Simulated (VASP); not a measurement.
# BaTiO3 (Pm-3m) in VASP: further runs

BaTiO3 is run at these levels: r2SCAN; tasks: single point.

Everything below comes from runs of VASP 6.6.1. Logs are shortened: lines on timing, memory, paths and dates and some standing lists are left out, and cuts for length are marked.

### 1 The cell of the first run

Symmetry: Pm-3m, No. 221, cubic system. The conventional cell has a = 3.994 Å, b = 3.994 Å, c = 3.994 Å, α = 90.00°, β = 90.00°, γ = 90.00°. Within 3.7 Å of Ba (site symmetry m-3m) lie 12 O at 2.82 Å and 8 Ti at 3.46 Å. Ti (site symmetry m-3m) has 6 O at 2.00 Å within 2.6 Å. O (site symmetry 4/mmm) has 2 Ti at 2.00 Å within 2.6 Å.

### 2 Single point, r2SCAN

POSCAR

```
BaTiO3
1.0
    3.9940965264      0.0000000000      0.0000000000
    0.0000000000      3.9940965264      0.0000000000
    0.0000000000      0.0000000000      3.9940965264
Ba Ti O
1 1 3
Direct
    0.0000000000      0.0000000000      0.0000000000
    0.5000000000      0.5000000000      0.5000000000
    0.5000000000      0.5000000000      0.0000000000
    0.5000000000      0.0000000000      0.5000000000
    0.0000000000      0.5000000000      0.5000000000
```

INCAR.step1

```
PREC     = Accurate       # precision mode
ENCUT    = 1480           # plane-wave cutoff, eV
ISMEAR   = 0              # smearing method
SIGMA    = 0.01           # smearing width, eV
LREAL    = False          # projectors in reciprocal space
LASPH    = True           # aspherical terms in the spheres
NELM     = 120            # most SCF steps
NBANDS   = 28             # bands
GGA      = PE             # functional
ALGO     = Normal         # electronic algorithm
EDIFF    = 1E-5           # SCF threshold, eV
LWAVE    = True           # write WAVECAR
LCHARG   = False          # write CHGCAR
GGA_COMPAT= False
```

INCAR.step2

```
PREC     = Accurate       # precision mode
ENCUT    = 1480           # plane-wave cutoff, eV
EDIFF    = 1E-6           # SCF threshold, eV
ISMEAR   = 0              # smearing method
SIGMA    = 0.01           # smearing width, eV
LREAL    = False          # projectors in reciprocal space
LASPH    = True           # aspherical terms in the spheres
NELM     = 120            # most SCF steps
ALGO     = Normal         # electronic algorithm
ISIF     = 2              # what is computed and relaxed
LWAVE    = False          # write WAVECAR
LCHARG   = False          # write CHGCAR
METAGGA  = R2SCAN         # meta-GGA
LMIXTAU  = True         
NBANDS   = 28             # bands
ISTART   = 1            
GGA_COMPAT= False
```

KPOINTS

```
Automatic mesh
0
Gamma
  6 6 6
```

Potentials or basis: VASP PAW PBE potentials, release 64 (Ba_sv, Ti_sv, O_h).

Command:

```
$ cat potpaw_PBE.64/Ba_sv/POTCAR potpaw_PBE.64/Ti_sv/POTCAR potpaw_PBE.64/O_h/POTCAR > POTCAR
$ cp INCAR.step1 INCAR
$ mpirun -np 1 vasp_std > vasp.out
$ cp INCAR.step2 INCAR
$ mpirun -np 1 vasp_std > vasp.out
```

OUTCAR:

```text
PREC = Accurate
   ENCUT = 1480
   EDIFF = 1E-6
   ISMEAR = 0
   LREAL = False
   LASPH = True
   NELM = 120
   ISIF = 2
   METAGGA = R2SCAN
   ISTART = 1

 ion  position               nearest neighbor table
   1  0.000  0.000  0.000-   3 2.82   4 2.82   5 2.82   4 2.82   5 2.82   3 2.82   5 2.82   5 2.82
                             3 2.82   4 2.82   4 2.82   3 2.82   2 3.46   2 3.46   2 3.46   2 3.46
   2  0.500  0.500  0.500-   3 2.00   4 2.00   5 2.00   3 2.00   4 2.00   5 2.00   1 3.46   1 3.46
                             1 3.46   1 3.46   1 3.46   1 3.46   1 3.46   1 3.46
   3  0.500  0.500  0.000-   2 2.00   2 2.00   1 2.82   1 2.82   1 2.82   1 2.82
   4  0.500  0.000  0.500-   2 2.00   2 2.00   1 2.82   1 2.82   1 2.82   1 2.82
   5  0.000  0.500  0.500-   2 2.00   2 2.00   1 2.82   1 2.82   1 2.82   1 2.82

  LATTYP: Found a simple cubic cell.
 ALAT       =     3.9940965264

  Lattice vectors:

 A1 = (   3.9940965264,   0.0000000000,   0.0000000000)
 A2 = (   0.0000000000,   3.9940965264,   0.0000000000)
 A3 = (   0.0000000000,   0.0000000000,   3.9940965264)

Analysis of symmetry for initial positions (statically):
=====================================================================
 Subroutine PRICEL returns:
 Original cell was already a primitive cell.

 Routine SETGRP: Setting up the symmetry group for a
 simple cubic supercell.

 Subroutine GETGRP returns: Found 48 space group operations
 (whereof 48 operations were pure point group operations)
 out of a pool of 48 trial point group operations.

The static configuration has the point symmetry O_h .

Analysis of symmetry for dynamics (positions and initial velocities):
=====================================================================
 Subroutine PRICEL returns:
 Original cell was already a primitive cell.

 Routine SETGRP: Setting up the symmetry group for a
 simple cubic supercell.

 Subroutine GETGRP returns: Found 48 space group operations
 (whereof 48 operations were pure point group operations)
 out of a pool of 48 trial point group operations.

The dynamic configuration has the point symmetry O_h .

 Subroutine INISYM returns: Found 48 space group operations
 (whereof 48 operations are pure point group operations),
 and found     1 'primitive' translations

----------------------------------------------------------------------------------------

                                     Primitive cell

  volume of cell :      63.7171

  direct lattice vectors                    reciprocal lattice vectors
     3.994096526  0.000000000  0.000000000     0.250369512  0.000000000  0.000000000
     0.000000000  3.994096526  0.000000000     0.000000000  0.250369512  0.000000000
     0.000000000  0.000000000  3.994096526     0.000000000  0.000000000  0.250369512

  length of vectors
     3.994096526  3.994096526  3.994096526     0.250369512  0.250369512  0.250369512

  position of ions in fractional coordinates (direct lattice)
     0.000000000  0.000000000  0.000000000
     0.500000000  0.500000000  0.500000000
     0.500000000  0.500000000  0.000000000
     0.500000000  0.000000000  0.500000000
     0.000000000  0.500000000  0.500000000

  ion indices of the primitive-cell ions
   primitive index   ion index
                 1           1
                 2           2
                 3           3
                 4           4
                 5           5

----------------------------------------------------------------------------------------

 KPOINTS: Automatic mesh

Automatic generation of k-mesh.
 Grid dimensions read from file:
 generate k-points for:    6    6    6

 Generating k-lattice:

  Cartesian coordinates                     Fractional coordinates (reciprocal lattice)
     0.041728252  0.000000000  0.000000000     0.166666667  0.000000000  0.000000000
     0.000000000  0.041728252  0.000000000     0.000000000  0.166666667  0.000000000
     0.000000000  0.000000000  0.041728252     0.000000000  0.000000000  0.166666667

  Length of vectors
     0.041728252  0.041728252  0.041728252

  Shift w.r.t. Gamma in fractional coordinates (k-lattice)
     0.000000000  0.000000000  0.000000000

 Subroutine IBZKPT returns following result:
 ===========================================

 Found     20 irreducible k-points:

 Following reciprocal coordinates:
            Coordinates               Weight
  0.000000  0.000000  0.000000      1.000000
  0.166667  0.000000  0.000000      6.000000
  0.333333  0.000000  0.000000      6.000000
  0.500000  0.000000  0.000000      3.000000
  0.166667  0.166667  0.000000     12.000000
  0.333333  0.166667  0.000000     24.000000
[... 12 lines left out ...]
  0.500000  0.500000  0.333333      6.000000
  0.500000  0.500000  0.500000      1.000000
   k-points           NKPTS =     20   k-points in BZ     NKDIM =     20   number of bands    NBANDS=     28
   number of dos      NEDOS =    301   number of ions     NIONS =      5
   total plane-waves  NPLWV = 125000
   dimension x,y,z NGX =    50 NGY =   50 NGZ =   50
   dimension x,y,z NGXF=   100 NGYF=  100 NGZF=  100
   ions per type =               1   1   3
   NGX,Y,Z   is equivalent  to a cutoff of  20.81, 20.81, 20.81 a.u.
   NGXF,Y,Z  is equivalent  to a cutoff of  41.62, 41.62, 41.62 a.u.
 SYSTEM =  unknown system
   PREC   = accura    normal or accurate (medium, high low for compatibility)
   ISTART =      1    job   : 0-new  1-cont  2-samecut
   ICHARG =      0    charge: 1-file 2-atom 10-const
   ISPIN  =      1    spin polarized calculation?
   LNONCOLLINEAR =      F non collinear calculations
   LSORBIT =      F    spin-orbit coupling
   LASPH  =      T    aspherical Exc in radial PAW
   ENCUT  = 1480.0 eV 108.78 Ry   10.43 a.u.  12.53 12.53 12.53*2*pi/ulx,y,z
   NELM   =    120;   NELMIN=  2; NELMDL=  0     # of ELM steps
   EDIFF  = 0.1E-05   stopping-criterion for ELM
   LREAL  =      F    real-space projection
   EDIFFG = 0.1E-04   stopping-criterion for IOM
   NSW    =      0    number of steps for IOM
   IBRION =     -1    ionic relax: 0-MD 1-quasi-New 2-CG
   NFREE  =      0    steps in history (QN), initial steepest desc. (CG)
   ISIF   =      2    stress and relaxation
   ISYM   =      2    0-nonsym 1-usesym 2-fastsym
   POTIM  = 0.5000    time-step for ionic-motion
   TEBEG  =    0.0;   TEEND  =   0.0 temperature during run
   PSTRESS=    0.0 pullay stress
   NELECT =      40.0000    total number of electrons
   NUPDOWN=      -1.0000    fix difference up-down
   EMIN   =  10.00;   EMAX   =-10.00  energy-range for DOS
   EFERMI =   0.00;   METHOD = LEGACY
   ISMEAR =     0;   SIGMA  =   0.01  broadening in eV -4-tet -1-fermi 0-gaus
   EFERMI_NEDOS =   21; number of points for ismear=-14 and -15
   IALGO  =     38    algorithm
   IMIX   =      4    mixing-type and parameters
     AMIX     =   0.40;   BMIX     =  1.00
     AMIX_MAG =   1.60;   BMIX_MAG =  1.00
  volume/ion in A,a.u.               =      12.74        86.00
  Fermi-wavevector in a.u.,A,eV,Ry     =   1.401768  2.648958 26.734832  1.964955
  Thomas-Fermi vector in A             =   2.524597
   LORBIT       =      0    0 simple, 1 ext, 2 COOP (PROOUT), +10 PAW based schemes
   METAGGA = R2SCAN    functional components
   LHFCALC =     F    Hartree Fock is set to
   AEXX    =    0.0000 exact exchange contribution
   IVDW    =     0    specifies the selected vdW correction
   LEPSILON=     F    determine dielectric tensor
   LRPA    =     F    only Hartree local field effects (RPA)
 non-spin polarized calculation
 Gauss-broadening in eV      SIGMA  =   0.01
  energy-cutoff  :     1480.00
  volume of cell :       63.72
 maximum number of plane-waves:      8262
   NGX = 25   NGY = 25   NGZ = 25

 number of electron      40.0000000 magnetization

 Free energy of the ion-electron system (eV)
  ---------------------------------------------------
  ext. energy  EPLUGINS =         0.00000000
  ---------------------------------------------------
  free energy    TOTEN  =       -74.27496558 eV

  energy without entropy =      -74.27496558  energy(sigma->0) =      -74.27496558

 E-fermi :   4.1051     XC(G=0): -11.9585

 val. band max:        3.9345624072   @ k =   0.5000   0.5000   0.5000
 cond. band min:       6.0914931372   @ k =   0.0000   0.0000   0.0000
 fundamental gap:      2.1569307299
 Fermi energy:         4.1051289286

 k-point     1 :       0.0000    0.0000    0.0000
  band No.  band energies     occupation
      1     -54.9144      2.00000
      2     -30.0764      2.00000
      3     -30.0764      2.00000
      4     -30.0764      2.00000
      5     -21.5160      2.00000
      6     -13.9349      2.00000
[... 20 lines left out ...]
     27       9.5544      0.00000
     28      12.3275      0.00000

 k-point     2 :       0.1667    0.0000    0.0000
  band No.  band energies     occupation
      1     -54.9141      2.00000
      2     -30.0914      2.00000
      3     -30.0759      2.00000
      4     -30.0759      2.00000
      5     -21.4833      2.00000
      6     -13.9573      2.00000
[... 20 lines left out ...]
     27      10.1084      0.00000
     28      12.9855      0.00000

 k-point     3 :       0.3333    0.0000    0.0000
  band No.  band energies     occupation
      1     -54.9135      2.00000
      2     -30.1211      2.00000
      3     -30.0748      2.00000
      4     -30.0748      2.00000
      5     -21.4162      2.00000
      6     -14.0887      2.00000
[... 20 lines left out ...]
     27      11.4124      0.00000
     28      12.9391      0.00000

 k-point     4 :       0.5000    0.0000    0.0000
  band No.  band energies     occupation
      1     -54.9132      2.00000
      2     -30.1359      2.00000
      3     -30.0743      2.00000
      4     -30.0743      2.00000
      5     -21.3818      2.00000
      6     -14.1751      2.00000
[... 454 lines left out ...]
     27      12.3701      0.00000
     28      12.3708      0.00000

 k-point    19 :       0.5000    0.5000    0.3333
  band No.  band energies     occupation
      1     -54.9113      2.00000
      2     -30.1305      2.00000
      3     -30.1305      2.00000
      4     -30.1156      2.00000
      5     -21.2457      2.00000
      6     -13.2028      2.00000
[... 20 lines left out ...]
     27      12.0492      0.00000
     28      12.1084      0.00000

 k-point    20 :       0.5000    0.5000    0.5000
  band No.  band energies     occupation
      1     -54.9110      2.00000
      2     -30.1299      2.00000
      3     -30.1299      2.00000
      4     -30.1299      2.00000
      5     -21.2281      2.00000
      6     -13.0519      2.00000
[... 20 lines left out ...]
     27      12.1086      0.00000
     28      12.1087      0.00000

------------------------ aborting loop because EDIFF is reached ----------------------------------------

  FORCE on cell =-STRESS in cart. coord.  units (eV):
  Direction    XX          YY          ZZ          XY          YZ          ZX
  --------------------------------------------------------------------------------------
  -------------------------------------------------------------------------------------
  Total        0.6775527      0.6775527      0.6775527     -0.0000000      0.0000000     -0.0000000
  in kB       17.0371919     17.0371919     17.0371919     -0.0000000      0.0000000     -0.0000000
  external PRESSURE =      17.0371919 kB  Pullay stress =       0.0000000 kB

 VOLUME and BASIS-vectors are now :
 -----------------------------------------------------------------------------
  energy-cutoff  :     1480.00
  volume of cell :       63.72
      direct lattice vectors                 reciprocal lattice vectors
     3.994096526  0.000000000  0.000000000     0.250369512  0.000000000  0.000000000
     0.000000000  3.994096526  0.000000000     0.000000000  0.250369512  0.000000000
     0.000000000  0.000000000  3.994096526     0.000000000  0.000000000  0.250369512

 POSITION                                       TOTAL-FORCE (eV/Angst)
 -----------------------------------------------------------------------------------
      0.00000      0.00000      0.00000         0.000000      0.000000      0.000000
      1.99705      1.99705      1.99705         0.000000      0.000000      0.000000
      1.99705      1.99705      0.00000         0.000000      0.000000      0.000000
      1.99705      0.00000      1.99705         0.000000      0.000000      0.000000
      0.00000      1.99705      1.99705         0.000000      0.000000      0.000000
 -----------------------------------------------------------------------------------
    total drift:                                0.000000     -0.000000      0.000000

  FREE ENERGIE OF THE ION-ELECTRON SYSTEM (eV)
  ---------------------------------------------------
  free  energy   TOTEN  =       -74.2749655796 eV

  energy  without entropy=      -74.2749655796  energy(sigma->0) =      -74.27496558
```

Wall time 6 min (1 thread of AMD EPYC 9R45 (Zen 5), shared host); peak memory 0.49 GiB.

Results:

```
Free energy            : -74.2750 eV
Pressure               : 1.7 GPa
Band gap on the k mesh : 2.16 eV (least direct gap 2.30 eV)
```

Caveat: the PAW data sets were made with another functional, which shifts forces and pressure a little; spin-orbit coupling is left out, which moves the levels of the heavy elements. A k mesh can miss the band edges.

### 3 Single point, r2SCAN

POSCAR is that of step 2.

INCAR.step1

```
SYSTEM = BaTiO3
ALGO = Normal
EDIFF = 1E-5
ENCUT = 1480
GGA = PE
GGA_COMPAT = .FALSE.
ISMEAR = -1
LASPH = .TRUE.
LCHARG = .FALSE.
LREAL = .FALSE.
LWAVE = .TRUE.
NBANDS = 28
NELM = 120
PREC = Accurate
SIGMA = 0.02
```

INCAR.step2

```
SYSTEM = BaTiO3
ALGO = Normal
EDIFF = 1E-6
ENCUT = 1480
GGA_COMPAT = .FALSE.
ISIF = 2
ISMEAR = -1
ISTART = 1
LASPH = .TRUE.
LCHARG = .FALSE.
LMIXTAU = .TRUE.
LREAL = .FALSE.
LWAVE = .FALSE.
METAGGA = R2SCAN
NBANDS = 28
NELM = 120
PREC = Accurate
SIGMA = 0.02
```

KPOINTS

```
k-points
0
G
  6 6 6
  0 0 0
```

Potentials or basis: VASP PAW PBE potentials, release 64 (Ba_sv, Ti_sv, O_h).

Command:

```
$ cat potpaw_PBE.64/Ba_sv/POTCAR potpaw_PBE.64/Ti_sv/POTCAR potpaw_PBE.64/O_h/POTCAR > POTCAR
$ cp INCAR.step1 INCAR
$ mpirun -np 1 vasp_std > vasp.out
$ cp INCAR.step2 INCAR
$ mpirun -np 1 vasp_std > vasp.out
```

It took 16 min on 1 thread of Intel Xeon Platinum 8259CL at 2.50GHz (Skylake/Cascade Lake), shared host; peak memory 0.52 GiB.

Results (log left out):

- Free energy: -74.2750 eV
- Pressure: 1.7 GPa
- Band gap on the k mesh: 2.16 eV (least direct gap 2.30 eV)

Levels at points of the mesh, in eV from the valence-band top:
| k point | band 17 | band 18 | band 19 | band 20 | band 21 | band 22 | band 23 | band 24 |
| --- | --- | --- | --- | --- | --- | --- | --- | --- |
| (0.00, 0.00, 0.00) | -1.13 | -0.15 | -0.15 | -0.15 | 2.16 | 2.16 | 2.16 | 4.22 |
| (0.50, 0.00, 0.00) | -1.83 | -1.83 | -0.74 | -0.74 | 2.31 | 3.89 | 3.89 | 4.23 |
| (0.50, 0.50, 0.00) | -1.77 | -0.88 | -0.88 | -0.09 | 3.90 | 3.90 | 4.34 | 5.15 |
| (0.50, 0.50, 0.50) | -2.42 | 0.00 | 0.00 | 0.00 | 4.59 | 4.59 | 4.59 | 7.45 |

Caveat: the PAW data sets were made with another functional, which shifts forces and pressure a little; spin-orbit coupling is left out, which moves the levels of the heavy elements. A k mesh can miss the band edges.
